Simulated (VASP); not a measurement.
CeO2, 3 atoms in the cell. The structure is cubic, space group Fm-3m (No. 225). Conventional cell: a = 5.114 Å, b = 5.114 Å, c = 5.114 Å, α = 90.00°, β = 90.00°, γ = 90.00°. Within 2.9 Å of Ce (site symmetry m-3m) lie 8 O at 2.21 Å. Within 2.9 Å of O (site symmetry -43m) lie 4 Ce at 2.21 Å and 6 O at 2.56 Å. 

| Item | Value |
| --- | --- |
| Program | VASP 6.6.1 |
| Task | single point |
| Functional | PBE |
| Potentials or basis | VASP PAW PBE potentials, release 64 (Ce, O) |
| Cutoff | 600 eV |
| k mesh | 2 × 2 × 2 |
| Occupations | gaussian, width 0.01 eV |
| Spin | no spin polarisation |
| Dipole correction | no |
| Further INCAR settings | ALGO = Normal; EDIFF = 1e-06; NBANDS = 19 |

Potentials or basis: VASP PAW PBE potentials, release 64 (Ce, O).

Launch:

```bash
$ cat potpaw_PBE.64/Ce/POTCAR potpaw_PBE.64/O/POTCAR > POTCAR
$ mpirun -np 1 vasp_std > vasp.out
```

Hardware: 1 thread of Intel Xeon 8259CL (shared host).

**Question.** How long does it take, and how much memory?

**Answer.** Wall time 23 s on 1 thread of Intel Xeon 8259CL, with other jobs on the host, peak memory 0.18 GiB. Counts: scf iterations 17, k points 3.
